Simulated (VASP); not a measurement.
# TiAl (P-6m2) in VASP: a series of runs, part 2 of 2

VASP 6.6.1.

## Step 3: Single point, PBE

This run uses another cell than the first one, of 16.89 Å³/atom, 1.006 times its volume.

File INCAR:

```
SYSTEM = TiAl
  PREC = Accurate
  ENCUT = 520
  EDIFF = 1E-6
  ISMEAR = 0
  SIGMA = 0.15
  LREAL = .False.
  LASPH = .True.
  NELM = 80
  ALGO = Fast
  ISIF = 2
  LWAVE = .False.
  LCHARG = .False.
  GGA = PE
  NBANDS = 14
```

File KPOINTS:

```
regular mesh
0
Gamma
  18 18 10
  0 0 0
```

File POSCAR:

```
TiAl
1.0
    2.7369000000      0.0000000000      0.0000000000
   -1.3684500000      2.3702249276      0.0000000000
    0.0000000000      0.0000000000      5.2062000000
Ti Al
1 1
Direct
    0.0000000000      0.0000000000      0.0000000000
    0.3333333333      0.6666666667      0.5000000000
```

Potentials or basis: VASP PAW PBE potentials, release 64 (Ti_sv, Al).

The run is started by

```bash
$ cat potpaw_PBE.64/Ti_sv/POTCAR potpaw_PBE.64/Al/POTCAR > POTCAR
$ mpirun -np 1 vasp_std > vasp.out
```

OUTCAR:

```text
SYSTEM = TiAl
   PREC = Accurate
   ENCUT = 520
   EDIFF = 1E-6
   ISMEAR = 0
   LREAL = .False.
   LASPH = .True.
   NELM = 80
   ISIF = 2
   GGA = PE

 ion  position               nearest neighbor table
   1  0.000  0.000  0.000-   2 3.05   2 3.05   2 3.05   2 3.05   2 3.05   2 3.05
   2  0.333  0.667  0.500-   1 3.05   1 3.05   1 3.05   1 3.05   1 3.05   1 3.05

  LATTYP: Found a hexagonal cell.
 ALAT       =     2.7369000000
 C/A-ratio  =     1.9022251452

  Lattice vectors:

 A1 = (   2.7369000000,   0.0000000000,   0.0000000000)
 A2 = (  -1.3684500000,   2.3702249276,   0.0000000000)
 A3 = (   0.0000000000,   0.0000000000,   5.2062000000)

Analysis of symmetry for initial positions (statically):
=====================================================================
 Subroutine PRICEL returns:
 Original cell was already a primitive cell.

 Routine SETGRP: Setting up the symmetry group for a
 hexagonal supercell.

 Subroutine GETGRP returns: Found 12 space group operations
 (whereof 12 operations were pure point group operations)
 out of a pool of 24 trial point group operations.

The static configuration has the point symmetry D_3h.

Analysis of symmetry for dynamics (positions and initial velocities):
=====================================================================
 Subroutine PRICEL returns:
 Original cell was already a primitive cell.

 Routine SETGRP: Setting up the symmetry group for a
 hexagonal supercell.

 Subroutine GETGRP returns: Found 12 space group operations
 (whereof 12 operations were pure point group operations)
 out of a pool of 24 trial point group operations.

The dynamic configuration has the point symmetry D_3h.

 Subroutine INISYM returns: Found 12 space group operations
 (whereof 12 operations are pure point group operations),
 and found     1 'primitive' translations

----------------------------------------------------------------------------------------

[... 116 lines left out ...]
   LORBIT       =      0    0 simple, 1 ext, 2 COOP (PROOUT), +10 PAW based schemes
   GGA     = PE    functional components
   LHFCALC =     F    Hartree Fock is set to
   AEXX    =    0.0000 exact exchange contribution
   IVDW    =     0    specifies the selected vdW correction
   LEPSILON=     F    determine dielectric tensor
   LRPA    =     F    only Hartree local field effects (RPA)
 non-spin polarized calculation
 RMM-DIIS sequential band-by-band and
 Gauss-broadening in eV      SIGMA  =   0.15
  energy-cutoff  :      520.00
  volume of cell :       33.77
 maximum number of plane-waves:       924
   NGX = 11   NGY = 11   NGZ = 19

 number of electron      14.9999997 magnetization

 Free energy of the ion-electron system (eV)
  ---------------------------------------------------
  ext. energy  EPLUGINS =         0.00000000
  ---------------------------------------------------
  free energy    TOTEN  =       -11.79467706 eV

  energy without entropy =      -11.77346897  energy(sigma->0) =      -11.78407302

 E-fermi :   7.9335     XC(G=0): -10.8505

 val. band max:        7.9249460983   @ k =   0.2222   0.1667   0.3000
 cond. band min:       7.9340011396   @ k =   0.2778   0.1667   0.3000
 fundamental gap:      0.0090550413
 Fermi energy:         7.9335455653

 k-point     1 :       0.0000    0.0000    0.0000
  band No.  band energies     occupation
      1     -48.7363      2.00000
      2     -25.0774      2.00000
      3     -24.4523      2.00000
      4     -24.4523      2.00000
      5      -1.3866      2.00000
      6       4.8588      2.00000
      7       4.9577      2.00000
      8       9.1418      0.00000
      9       9.1418      0.00000
     10       9.9459      0.00000
     11      10.9588      0.00000
     12      10.9588      0.00000
     13      20.9190      0.00000
     14      22.0324      0.00000
[... 377 lines left out ...]
      1     -48.5755      2.00000
      2     -25.2642      2.00000
      3     -24.9350      2.00000
      4     -24.7083      2.00000
      5       3.7918      2.00000
      6       6.2162      2.00000
      7       6.3467      2.00000
      8       6.9458      2.00000
      9       9.6350      0.00000
     10      10.6930      0.00000
     11      11.3857      0.00000
     12      11.8983      0.00000
     13      13.3771      0.00000
     14      14.6282      0.00000

 [... further k-points ...]
[... 5 lines left out ...]
  --------------------------------------------------------------------------------------
  -------------------------------------------------------------------------------------
  Total        1.8622961      1.8622961     -3.8286070      0.0000000     -0.0000000      0.0000000
  in kB       88.3466292     88.3466292   -181.6276794      0.0000000     -0.0000000      0.0000000
  external PRESSURE =      -1.6448070 kB  Pullay stress =       0.0000000 kB

 VOLUME and BASIS-vectors are now :
 -----------------------------------------------------------------------------
  energy-cutoff  :      520.00
  volume of cell :       33.77
      direct lattice vectors                 reciprocal lattice vectors
     2.736900000  0.000000000  0.000000000     0.365376886  0.210950444  0.000000000
    -1.368450000  2.370224928  0.000000000     0.000000000  0.421900887  0.000000000
     0.000000000  0.000000000  5.206200000     0.000000000  0.000000000  0.192078675

 POSITION                                       TOTAL-FORCE (eV/Angst)
 -----------------------------------------------------------------------------------
      0.00000      0.00000      0.00000         0.000000     -0.000000      0.000000
     -0.00000      1.58015      2.60310        -0.000000      0.000000      0.000000
 -----------------------------------------------------------------------------------
    total drift:                                0.000000     -0.000000      0.000000

  FREE ENERGIE OF THE ION-ELECTRON SYSTEM (eV)
  ---------------------------------------------------
  free  energy   TOTEN  =       -11.7946770631 eV

  energy  without entropy=      -11.7734689681  energy(sigma->0) =      -11.78407302
```

OSZICAR:

```text
N       E                     dE             d eps       ncg     rms          rms(c)
DAV:   1     0.100396081715E+03    0.10040E+03   -0.70582E+03  6222   0.107E+03
DAV:   2    -0.689302933688E+01   -0.10729E+03   -0.10293E+03  6462   0.297E+02
DAV:   3    -0.127822025804E+02   -0.58892E+01   -0.57246E+01  9386   0.666E+01
[... 20 lines left out ...]
RMM:  24    -0.117946718655E+02   -0.26781E-05   -0.29981E-05  6953   0.218E-02    0.193E-03
RMM:  25    -0.117946736757E+02   -0.18102E-05   -0.19626E-05  6423   0.179E-02    0.106E-03
RMM:  26    -0.117946751945E+02   -0.15188E-05   -0.16125E-05  5714   0.148E-02    0.109E-03
RMM:  27    -0.117946762311E+02   -0.10366E-05   -0.10964E-05  5339   0.127E-02    0.180E-03
RMM:  28    -0.117946770631E+02   -0.83202E-06   -0.90405E-06  5368   0.115E-02
   1 F= -.11794677E+02 E0= -.11784073E+02  d E =-.212081E-01
```

Run time: 2.4 min. Hardware: 1 thread of Intel Xeon Platinum 8259CL at 2.50GHz (Skylake/Cascade Lake), shared host; peak memory 0.23 GiB.

Results:

```yaml
Free_energy: -11.7947 eV
Pressure: -0.2 GPa
```

Stress tensor (GPa, compression positive):
```
  8.83   0.00   0.00
  0.00   8.83   0.00
  0.00   0.00 -18.16
```

Levels at points of the mesh, in eV from the Fermi level:
```
           k point  band 4  band 5  band 6  band 7  band 8  band 9  band 10  band 11
(0.00, 0.00, 0.00)  -32.39   -9.32   -3.07   -2.98    1.21    1.21     2.01     3.03
(0.50, 0.00, 0.00)  -32.58   -3.57   -2.58   -1.71   -1.45    2.32     3.34     3.50
(0.00, 0.00, 0.50)  -32.39   -8.80   -5.60   -1.35    1.21    1.21     3.01     3.01
(0.50, 0.00, 0.50)  -32.58   -3.49   -2.63   -2.07    0.63    0.90     1.60     2.25
```
